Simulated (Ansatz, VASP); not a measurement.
Mg3SeS2: VASP beside Ansatz

```xyz
6
Lattice="6.2815 0.0000 0.0000 -3.1407 5.4399 0.0000 0.0000 0.0000 3.5664" Properties=species:S:1:pos:R:3 pbc="T T T"
Mg    3.1407    0.0000    1.7832
Mg   -1.5704    2.7200    1.7832
Mg    1.5704    2.7200    1.7832
Se    0.0000    0.0000    1.7832
S     0.0000    3.6266    0.0000
S     3.1407    1.8133    0.0000
```

Alike in both runs: task relaxation of cell and atoms; functional PBE; k mesh 6 × 6 × 10; occupations gaussian, width 0.1 eV; no spin polarisation.

|  | VASP | Ansatz |
| --- | --- | --- |
| version | VASP 6.6.1 | Ansatz 0.2.0 |
| potentials or method | VASP PAW PBE potentials, release 64 (Mg, Se, S), cutoff 600 eV | scalar-relativistic, plane waves, PAW |
| valence electrons in the cell | 24 | 58 |

Ansatz gave:

- gap on the k mesh at the Fermi level, each at its own relaxed structure (eV): none
- relaxed volume (Å³/atom): 20.24
- relaxed cell length with the largest relative difference (Å): 3.576

Q: Estimate VASP's values.

A: gap on the k mesh at the Fermi level, each at its own relaxed structure (eV): none; relaxed volume (Å³/atom): 20.17; relaxed cell length with the largest relative difference (Å): 3.572.

A gap of «none» marks a metal or a gap that the smearing closes. VASP's potentials hold 24 valence electrons a cell and Ansatz's 58, so a difference there can come from the potentials and not from the codes.
